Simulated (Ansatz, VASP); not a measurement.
Two plane-wave programs on La

File INCAR:

```
ALGO     = Normal         # electronic algorithm
EDIFF    = 1E-6           # SCF threshold, eV
ENCUT    = 500            # plane-wave cutoff, eV
GGA      = PE             # functional
GGA_COMPAT= False        
ISIF     = 2              # what is computed and relaxed
ISMEAR   = 0              # smearing method
LASPH    = True           # aspherical terms in the spheres
LCHARG   = False          # write CHGCAR
LMAXMIX  = 6              # l up to which the mixer works
LREAL    = False          # projectors in reciprocal space
LWAVE    = False          # write WAVECAR
NBANDS   = 12             # bands
NELM     = 200            # most SCF steps
PREC     = Accurate       # precision mode
SIGMA    = 0.05           # smearing width, eV
```

The input KPOINTS:

```
k-points
0
Gamma
  6 6 6
```

File POSCAR:

```
La
1.0
   -2.1111376192      2.1111376192      2.1111376192
    2.1111376192     -2.1111376192      2.1111376192
    2.1111376192      2.1111376192     -2.1111376192
La
1
Direct
    0.0000000000      0.0000000000      0.0000000000
```

Input for Ansatz:

```yaml
crystal:
  lattice:
    - [-2.1111376192, 2.1111376192, 2.1111376192]
    - [2.1111376192, -2.1111376192, 2.1111376192]
    - [2.1111376192, 2.1111376192, -2.1111376192]
  atoms:
    - { symbol: La, position: [0.0, 0.0, 0.0] }
basis:
  ecutwfc: 420
  ecutrho_ratio: 4
kpoints:
  mp_grid: { grid: [6, 6, 6] }
hamiltonian:
  xc: pbe
scf:
  occupations: { method: gaussian, width: 0.05 }
output:
  forces: true
  stress: true
  eigenvalues: true
```

Alike in both runs: task single point; functional PBE; k mesh 6 × 6 × 6; occupations gaussian, width 0.05 eV; no spin polarisation.

|  | VASP | Ansatz |
| --- | --- | --- |
| version | VASP 6.6.1 | Ansatz 0.2.0 |
| potentials or method | VASP PAW PBE potentials, release 64 (La), cutoff 500 eV | scalar-relativistic, plane waves, PAW |
| valence electrons in the cell | 11 | 11 |

|  | VASP | Ansatz | Ansatz less VASP |
| --- | --- | --- | --- |
| pressure (GPa) | 1.0 | 1.0 | 0.00 |

The functional is the same, so the differences come from potentials, cutoffs and numerics.

Neither program's run includes spin-orbit coupling.
